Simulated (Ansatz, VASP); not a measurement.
## AlGa3N4 in VASP and in Ansatz

INCAR

```
SYSTEM = AlGa3N4
PREC = Accurate
ENCUT = 520
EDIFF = 1E-6
ISMEAR = 0
SIGMA = 0.05
LREAL = .FALSE.
LASPH = .TRUE.
NELM = 100
ALGO = Normal
ISIF = 2
LWAVE = .FALSE.
LCHARG = .FALSE.
GGA = PS
NBANDS = 41
```

The input KPOINTS:

```
Automatic mesh
0
G
  6 8 6
  0 0 0
```

POSCAR

```
AlGa3N4
1.0
    5.1423512025      0.0000000000      0.0001215039
    0.0000000000      3.1649848011      0.0000000000
   -0.0035856884      0.0000000000      5.4784941380
Al Ga N
1 3 4
Direct
    0.0006034235      0.5000000000      0.6673576246
    0.4991167026      0.5000000000      0.3349195796
    0.4990273840      0.0000000000      0.8315570006
    0.9843922989      0.0251342480      0.1661808715
    0.1196687536      0.5000000000      0.3400974151
    0.1176459797      0.0000000000      0.8263760593
    0.6204436392      0.0000000000      0.1662162869
    0.6312323461      0.5000000000      0.6672965055
```

Input for Ansatz:

```yaml
crystal:
  lattice:
    - [5.1423512025, 0.0, 0.0001215039]
    - [0.0, 3.1649848011, 0.0]
    - [-0.0035856884, 0.0, 5.478494138]
  atoms:
    - { symbol: Al, position: [0.0006034235, 0.5, 0.6673576246] }
    - { symbol: Ga, position: [0.4991167026, 0.5, 0.3349195796] }
    - { symbol: Ga, position: [0.499027384, 0.0, 0.8315570006] }
    - { symbol: Ga, position: [0.9843922989, 0.025134248, 0.1661808715] }
    - { symbol: "N", position: [0.1196687536, 0.5, 0.3400974151] }
    - { symbol: "N", position: [0.1176459797, 0.0, 0.8263760593] }
    - { symbol: "N", position: [0.6204436392, 0.0, 0.1662162869] }
    - { symbol: "N", position: [0.6312323461, 0.5, 0.6672965055] }
basis:
  ecutwfc: 420
kpoints:
  mp_grid: { grid: [6, 8, 6] }
hamiltonian:
  xc: pbesol
scf:
  occupations: { method: gaussian, width: 0.05 }
output:
  forces: true
  stress: true
  eigenvalues: true
  write_density: true
  write_potential: true
  elf: true
  volumetric_format: npy
```

Alike in both runs: task single point; functional PBEsol; k mesh 6 × 8 × 6; occupations gaussian, width 0.05 eV; no spin polarisation.

|  | VASP | Ansatz |
| --- | --- | --- |
| version | VASP 6.6.1 | Ansatz 0.2.0 |
| potentials or method | VASP PAW PBE potentials, release 64 (Al, Ga_d, N), cutoff 520 eV | scalar-relativistic, plane waves, PAW |
| valence electrons in the cell | 62 | 62 |

Ansatz gave:

- gap on the k mesh at the Fermi level (eV): 2.31
- least direct gap on the mesh (eV): 2.31
- pressure (GPa): 0.4
- traceless stress, the component that is largest in VASP (GPa): 1.64
- rms of the force components (eV/Å): 0.434

Question: Which values does VASP return?

Answer: gap on the k mesh at the Fermi level (eV): 2.33; least direct gap on the mesh (eV): 2.33; pressure (GPa): 0.3; traceless stress, the component that is largest in VASP (GPa): 1.62; rms of the force components (eV/Å): 0.430.

VASP's potentials were made for PBE, not for PBEsol. Atom by atom the forces differ by 0.006 eV/Å (rms over components). With one functional, cell and mesh, what is left measures potentials, basis and numerics.
